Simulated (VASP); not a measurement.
# Na (Im-3m) in VASP: a series of runs

Na is run at these levels: PBE+D3(BJ); tasks: single point, relaxation of cell and atoms.

All numbers are computed with VASP 6.6.1; they aren't measurements. Logs are shortened: lines on timing, memory, paths and dates and some standing lists are left out, and cuts for length are marked.

### 1 The cell of the first run

It takes space group Im-3m (No. 229, cubic). The conventional cell has a = 4.081 Å, b = 4.081 Å, c = 4.081 Å, α = 90.00°, β = 90.00°, γ = 90.00°. Within 4.6 Å of Na (site symmetry m-3m) lie 14 Na at 3.53 to 4.08 Å.

### 2 Single point, PBE+D3(BJ)

Input file INCAR:

```
PREC     = Accurate       # precision mode
ENCUT    = 520            # plane-wave cutoff, eV
EDIFF    = 1E-6           # SCF threshold, eV
ISMEAR   = 0              # smearing method
SIGMA    = 0.1            # smearing width, eV
LREAL    = False          # projectors in reciprocal space
LASPH    = True           # aspherical terms in the spheres
NELM     = 60             # most SCF steps
ALGO     = Normal         # electronic algorithm
ISIF     = 2              # what is computed and relaxed
LWAVE    = False          # write WAVECAR
LCHARG   = False          # write CHGCAR
GGA      = PE             # functional
IVDW     = 12             # dispersion correction
NBANDS   = 10             # bands
```

Input file KPOINTS:

```
regular mesh
0
Gamma
  14 14 14
```

Input file POSCAR:

```
Na
1.0
   -2.0403663744      2.0403663744      2.0403663744
    2.0403663744     -2.0403663744      2.0403663744
    2.0403663744      2.0403663744     -2.0403663744
Na
1
Direct
    0.0000000000      0.0000000000      0.0000000000
```

Potentials or basis: VASP PAW PBE potentials, release 64 (Na_pv).

Started as:

```console
$ cat potpaw_PBE.64/Na_pv/POTCAR > POTCAR
$ mpirun -np 1 vasp_std > vasp.out
```

OUTCAR:

```text
PREC = Accurate
   ENCUT = 520
   EDIFF = 1E-6
   ISMEAR = 0
   LREAL = False
   LASPH = True
   NELM = 60
   ISIF = 2
   GGA = PE
   IVDW = 12
 IVDW          = 12

 ion  position               nearest neighbor table
   1  0.000  0.000  0.000-

  LATTYP: Found a body centered cubic cell.
 ALAT       =     4.0807327488

  Lattice vectors:

 A1 = (  -2.0403663744,   2.0403663744,   2.0403663744)
 A2 = (   2.0403663744,  -2.0403663744,   2.0403663744)
 A3 = (   2.0403663744,   2.0403663744,  -2.0403663744)

Analysis of symmetry for initial positions (statically):
=====================================================================
 Subroutine PRICEL returns:
 Original cell was already a primitive cell.

 Routine SETGRP: Setting up the symmetry group for a
 body centered cubic supercell.

 Subroutine GETGRP returns: Found 48 space group operations
 (whereof 48 operations were pure point group operations)
 out of a pool of 48 trial point group operations.

The static configuration has the point symmetry O_h .

Analysis of symmetry for dynamics (positions and initial velocities):
=====================================================================
 Subroutine PRICEL returns:
 Original cell was already a primitive cell.

 Routine SETGRP: Setting up the symmetry group for a
 body centered cubic supercell.

 Subroutine GETGRP returns: Found 48 space group operations
 (whereof 48 operations were pure point group operations)
 out of a pool of 48 trial point group operations.

The dynamic configuration has the point symmetry O_h .

 Subroutine INISYM returns: Found 48 space group operations
 (whereof 48 operations are pure point group operations),
 and found     1 'primitive' translations

----------------------------------------------------------------------------------------

                                     Primitive cell

  volume of cell :      33.9770

  direct lattice vectors                    reciprocal lattice vectors
    -2.040366374  2.040366374  2.040366374     0.000000000  0.245054029  0.245054029
     2.040366374 -2.040366374  2.040366374     0.245054029  0.000000000  0.245054029
     2.040366374  2.040366374 -2.040366374     0.245054029  0.245054029  0.000000000

  length of vectors
     3.534018227  3.534018227  3.534018227     0.346558731  0.346558731  0.346558731

  position of ions in fractional coordinates (direct lattice)
     0.000000000  0.000000000  0.000000000

  ion indices of the primitive-cell ions
   primitive index   ion index
                 1           1

----------------------------------------------------------------------------------------

 KPOINTS: regular mesh

Automatic generation of k-mesh.
 Grid dimensions read from file:
 generate k-points for:   14   14   14

 Generating k-lattice:

  Cartesian coordinates                     Fractional coordinates (reciprocal lattice)
     0.000000000  0.017503859  0.017503859     0.071428571  0.000000000  0.000000000
     0.017503859  0.000000000  0.017503859     0.000000000  0.071428571  0.000000000
     0.017503859  0.017503859  0.000000000     0.000000000  0.000000000  0.071428571

  Length of vectors
     0.024754195  0.024754195  0.024754195

  Shift w.r.t. Gamma in fractional coordinates (k-lattice)
     0.000000000  0.000000000  0.000000000

 Subroutine IBZKPT returns following result:
 ===========================================

 Found    104 irreducible k-points:

 Following reciprocal coordinates:
            Coordinates               Weight
  0.000000  0.000000  0.000000      1.000000
  0.071429  0.000000  0.000000     12.000000
  0.142857  0.000000  0.000000     12.000000
  0.214286  0.000000  0.000000     12.000000
  0.285714  0.000000  0.000000     12.000000
  0.357143  0.000000  0.000000     12.000000
[... 16 lines left out ...]
  0.285714  0.285714  0.000000     24.000000
  0.357143  0.285714  0.000000     24.000000
 [... further k-points ...]
   k-points           NKPTS =    104   k-points in BZ     NKDIM =    104   number of bands    NBANDS=     10
   number of dos      NEDOS =    301   number of ions     NIONS =      1
   total plane-waves  NPLWV =  21952
   dimension x,y,z NGX =    28 NGY =   28 NGZ =   28
   dimension x,y,z NGXF=    56 NGYF=   56 NGZF=   56
   ions per type =               1
   NGX,Y,Z   is equivalent  to a cutoff of  13.17, 13.17, 13.17 a.u.
   NGXF,Y,Z  is equivalent  to a cutoff of  26.34, 26.34, 26.34 a.u.
 SYSTEM =  unknown system
   PREC   = accura    normal or accurate (medium, high low for compatibility)
   ISTART =      0    job   : 0-new  1-cont  2-samecut
   ICHARG =      2    charge: 1-file 2-atom 10-const
   ISPIN  =      1    spin polarized calculation?
   LNONCOLLINEAR =      F non collinear calculations
   LSORBIT =      F    spin-orbit coupling
   LASPH  =      T    aspherical Exc in radial PAW
   ENCUT  =  520.0 eV  38.22 Ry    6.18 a.u.   6.57  6.57  6.57*2*pi/ulx,y,z
   NELM   =     60;   NELMIN=  2; NELMDL= -5     # of ELM steps
   EDIFF  = 0.1E-05   stopping-criterion for ELM
   LREAL  =      F    real-space projection
   EDIFFG = 0.1E-04   stopping-criterion for IOM
   NSW    =      0    number of steps for IOM
   IBRION =     -1    ionic relax: 0-MD 1-quasi-New 2-CG
   NFREE  =      0    steps in history (QN), initial steepest desc. (CG)
   ISIF   =      2    stress and relaxation
   ISYM   =      2    0-nonsym 1-usesym 2-fastsym
   POTIM  = 0.5000    time-step for ionic-motion
   TEBEG  =    0.0;   TEEND  =   0.0 temperature during run
   PSTRESS=    0.0 pullay stress
   NELECT =       7.0000    total number of electrons
   NUPDOWN=      -1.0000    fix difference up-down
   EMIN   =  10.00;   EMAX   =-10.00  energy-range for DOS
   EFERMI =   0.00;   METHOD = LEGACY
   ISMEAR =     0;   SIGMA  =   0.10  broadening in eV -4-tet -1-fermi 0-gaus
   EFERMI_NEDOS =   21; number of points for ismear=-14 and -15
   IALGO  =     38    algorithm
   IMIX   =      4    mixing-type and parameters
     AMIX     =   0.40;   BMIX     =  1.00
     AMIX_MAG =   1.60;   BMIX_MAG =  1.00
  volume/ion in A,a.u.               =      33.98       229.29
  Fermi-wavevector in a.u.,A,eV,Ry     =   0.966895  1.827167 12.719898  0.934886
  Thomas-Fermi vector in A             =   2.096735
   LORBIT       =      0    0 simple, 1 ext, 2 COOP (PROOUT), +10 PAW based schemes
   GGA     = PE    functional components
   LHFCALC =     F    Hartree Fock is set to
   AEXX    =    0.0000 exact exchange contribution
   IVDW    =    12    specifies the selected vdW correction
   LEPSILON=     F    determine dielectric tensor
   LRPA    =     F    only Hartree local field effects (RPA)
 non-spin polarized calculation
 Gauss-broadening in eV      SIGMA  =   0.10
  energy-cutoff  :      520.00
  volume of cell :       33.98
 maximum number of plane-waves:       943
 NGX is ok and might be reduce to    28
   NGX = 13   NGY = 13   NGZ = 13

 number of electron       6.9999999 magnetization

 Free energy of the ion-electron system (eV)
  ---------------------------------------------------
  ext. energy  EPLUGINS =         0.00000000
  ---------------------------------------------------
  free energy    TOTEN  =        -1.30532242 eV

  energy without entropy =       -1.30237091  energy(sigma->0) =       -1.30384666

 E-fermi :   0.5675     XC(G=0):  -6.7339

 val. band max:        0.5401014962   @ k =  -0.3571   0.4286   0.1429
 cond. band min:       0.6246553490   @ k =   0.3571   0.0714   0.0714
 fundamental gap:      0.0845538529
 Fermi energy:         0.5675038314

 k-point     1 :       0.0000    0.0000    0.0000
  band No.  band energies     occupation
      1     -24.2470      2.00000
      2     -24.2470      2.00000
      3     -24.2470      2.00000
      4      -2.8745      2.00000
      5      12.9019      0.00000
      6      12.9019      0.00000
      7      12.9019      0.00000
      8      13.9538      0.00000
      9      13.9538      0.00000
     10      14.5496      0.00000

 k-point     2 :       0.0714    0.0000    0.0000
  band No.  band energies     occupation
      1     -24.2494      2.00000
      2     -24.2478      2.00000
      3     -24.2470      2.00000
      4      -2.7788      2.00000
      5      11.6693      0.00000
      6      12.2883      0.00000
      7      12.5811      0.00000
      8      13.2169      0.00000
      9      13.4180      0.00000
     10      14.9914      0.00000

 k-point     3 :       0.1429    0.0000    0.0000
  band No.  band energies     occupation
      1     -24.2562      2.00000
      2     -24.2500      2.00000
      3     -24.2470      2.00000
      4      -2.4930      2.00000
      5       9.7086      0.00000
      6      11.3876      0.00000
      7      11.9881      0.00000
      8      12.3595      0.00000
      9      13.1634      0.00000
     10      15.1618      0.00000

 k-point     4 :       0.2143    0.0000    0.0000
  band No.  band energies     occupation
      1     -24.2660      2.00000
      2     -24.2533      2.00000
      3     -24.2470      2.00000
      4      -2.0205      2.00000
      5       7.8206      0.00000
      6      10.5997      0.00000
      7      11.4237      0.00000
      8      11.6440      0.00000
      9      12.7660      0.00000
     10      15.4629      0.00000
[... 222 lines left out ...]
 k-point    22 :       0.3571    0.2143   -0.0000
  band No.  band energies     occupation
      1     -24.2884      2.00000
      2     -24.2700      2.00000
      3     -24.2520      2.00000
      4       1.5647      0.00000
      5       2.8992      0.00000
      6       5.4510      0.00000
      7       9.2763      0.00000
      8      12.6069      0.00000
      9      14.9476      0.00000
     10      15.8485      0.00000

 k-point    23 :       0.2857    0.2857    0.0000
  band No.  band energies     occupation
      1     -24.2857      2.00000
      2     -24.2727      2.00000
      3     -24.2526      2.00000
      4       1.4936      0.00000
      5       3.6373      0.00000
      6       4.5455      0.00000
      7       9.1871      0.00000
      8      13.2941      0.00000
      9      14.1956      0.00000
     10      16.2621      0.00000

 k-point    24 :       0.3571    0.2857    0.0000
  band No.  band energies     occupation
      1     -24.2838      2.00000
      2     -24.2763      2.00000
      3     -24.2529      2.00000
      4       2.3751      0.00000
      5       2.8320      0.00000
      6       4.2276      0.00000
      7       9.1007      0.00000
      8      13.4860      0.00000
      9      14.4209      0.00000
     10      15.7331      0.00000

 [... further k-points ...]

------------------------ aborting loop because EDIFF is reached ----------------------------------------

 Edisp (eV)   -0.16768

 E8    (eV) :    -0.0816

  FORCE on cell =-STRESS in cart. coord.  units (eV):
  Direction    XX          YY          ZZ          XY          YZ          ZX
  --------------------------------------------------------------------------------------
  -------------------------------------------------------------------------------------
  Total      -0.00817    -0.00817    -0.00817     0.00000    -0.00000     0.00000
  in kB      -0.38538    -0.38538    -0.38538     0.00000    -0.00000     0.00000
  external pressure =       -0.39 kB  Pullay stress =        0.00 kB

 VOLUME and BASIS-vectors are now :
 -----------------------------------------------------------------------------
  energy-cutoff  :      520.00
  volume of cell :       33.98
      direct lattice vectors                 reciprocal lattice vectors
    -2.040366374  2.040366374  2.040366374     0.000000000  0.245054029  0.245054029
     2.040366374 -2.040366374  2.040366374     0.245054029  0.000000000  0.245054029
     2.040366374  2.040366374 -2.040366374     0.245054029  0.245054029  0.000000000

 POSITION                                       TOTAL-FORCE (eV/Angst)
 -----------------------------------------------------------------------------------
      0.00000      0.00000      0.00000        -0.000000     -0.000000      0.000000
 -----------------------------------------------------------------------------------
    total drift:                               -0.000000     -0.000000     -0.000000

  FREE ENERGIE OF THE ION-ELECTRON SYSTEM (eV)
  ---------------------------------------------------
  free  energy   TOTEN  =        -1.4730048635 eV

  energy  without entropy=       -1.4700533545  energy(sigma->0) =       -1.47152911
```

It took 21 s on 1 thread of Intel Xeon Platinum 8259CL at 2.50GHz (Skylake/Cascade Lake), shared host; peak memory 0.17 GiB.

What came out:

```yaml
Free_energy: -1.4730 eV
Pressure: 0.0 GPa
Band_gap_on_the_k_mesh: zero (an odd number of electrons rules out a gap without spin polarisation)
Dispersion_energy_per_atom: -0.168 eV
```

### 3 Relaxation of cell and atoms, PBE+D3(BJ)

This run uses another cell than the first one, of 36.78 Å³/atom.

Input file INCAR:

```
PREC = Accurate
ENCUT = 600
EDIFF = 1E-7
ISMEAR = 0
SIGMA = 0.1
LREAL = False
LASPH = True
NELM = 80
ALGO = Normal
ISIF = 3
LWAVE = False
LCHARG = False
GGA = PE
IVDW = 12
IBRION = 2
NSW = 70
EDIFFG = -0.005
```

KPOINTS is that of step 2.

Input file POSCAR:

```
Na
1.0
   -2.0949070445      2.0949070445      2.0949070445
    2.0949070445     -2.0949070445      2.0949070445
    2.0949070445      2.0949070445     -2.0949070445
Na
1
Direct
    0.0000000000      0.0000000000      0.0000000000
```

Potentials or basis: VASP PAW PBE potentials, release 64 (Na_pv).

Started as:

```console
$ cat potpaw_PBE.64/Na_pv/POTCAR > POTCAR
$ mpirun -np 1 vasp_std > vasp.out
```

Run time: 57 s. Hardware: 1 thread of Intel Xeon Platinum 8259CL at 2.50GHz (Skylake/Cascade Lake), shared host; peak memory 0.18 GiB.

Results (log left out):

```yaml
Free_energy: -1.4732 eV
Relaxed_volume: 33.88 Å³/atom
Relaxed_cell: a = 3.531 Å, b = 3.531 Å, c = 3.531 Å, α = 109.47°, β = 109.47°, γ = 109.47°
Space_group_after_relaxing_to_0.1_Å: Im-3m (No. 229)
Energy_gained_by_relaxing: 5.7 meV/atom
Ionic_steps: 3
Pressure_after_relaxing: 0.0 GPa
Band_gap_on_the_k_mesh: zero (an odd number of electrons rules out a gap without spin polarisation)
Dispersion_energy_per_atom: -0.168 eV
```

The path:
| step | energy change (eV) | largest force (eV/Å) | pressure (GPa) | volume (Å³) |
| --- | --- | --- | --- | --- |
| 1 | 0.0000 | 0.0000 | -0.61 | 36.78 |
| 2 | -0.0025 | 0.0000 | -0.48 | 36.04 |
| 3 | -0.0057 | 0.0000 | 0.00 | 33.88 |

Final structure:
```cif
data_structure
_symmetry_space_group_name_H-M 'P 1'
_symmetry_Int_Tables_number 1
_cell_length_a 3.5306
_cell_length_b 3.5306
_cell_length_c 3.5306
_cell_angle_alpha 109.471
_cell_angle_beta 109.471
_cell_angle_gamma 109.471
_cell_volume 33.88
loop_
_atom_site_label
_atom_site_type_symbol
_atom_site_fract_x
_atom_site_fract_y
_atom_site_fract_z
_atom_site_occupancy
Na1 Na 0.00000 0.00000 0.00000 1
```

Levels at points of the mesh, in eV from the Fermi level:
```
           k point  band 1  band 2  band 3  band 4  band 5  band 6
(0.00, 0.00, 0.00)  -24.81  -24.81  -24.81   -3.45   12.35   12.35
(0.50, 0.00, 0.00)  -24.86  -24.83  -24.81    0.81    1.34    8.61
(0.50, 0.50, 0.50)  -24.85  -24.85  -24.85    4.69    4.69    5.24
```
